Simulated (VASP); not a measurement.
Here is a VASP 6.6.1 calculation.

File INCAR:

```
PREC = Accurate ; ENCUT = 600
EDIFF = 1E-7 ; ISMEAR = -1
SIGMA = 0.05 ; LREAL = False
LASPH = True ; NELM = 100
ALGO = Normal ; ISIF = 3
LWAVE = False ; LCHARG = False
GGA = PE ; IBRION = 2
NSW = 45 ; EDIFFG = -0.005
```

The input KPOINTS:

```
regular mesh
0
Gamma
  18 18 18
```

POSCAR

```
Au
1.0
   -1.6508035344      1.6508035344      1.6508035344
    1.6508035344     -1.6508035344      1.6508035344
    1.6508035344      1.6508035344     -1.6508035344
Au
1
Direct
    0.0000000000      0.0000000000      0.0000000000
```

Potentials or basis: VASP PAW PBE potentials, release 64 (Au).

Launch:

```sh
$ cat potpaw_PBE.64/Au/POTCAR > POTCAR
$ mpirun -np 1 vasp_std > vasp.out
```

Task: Predict the space group after relaxing (to 0.1 Å).

Result: Im-3m (No. 229).

Task: Predict the relaxed volume.

Result: 17.97 Å³/atom.

Final structure:
```
CELL_PARAMETERS angstrom
-1.65018 1.65018 1.65018
1.65018 -1.65018 1.65018
1.65018 1.65018 -1.65018
ATOMIC_POSITIONS crystal
Au 0.00000 0.00000 0.00000
```
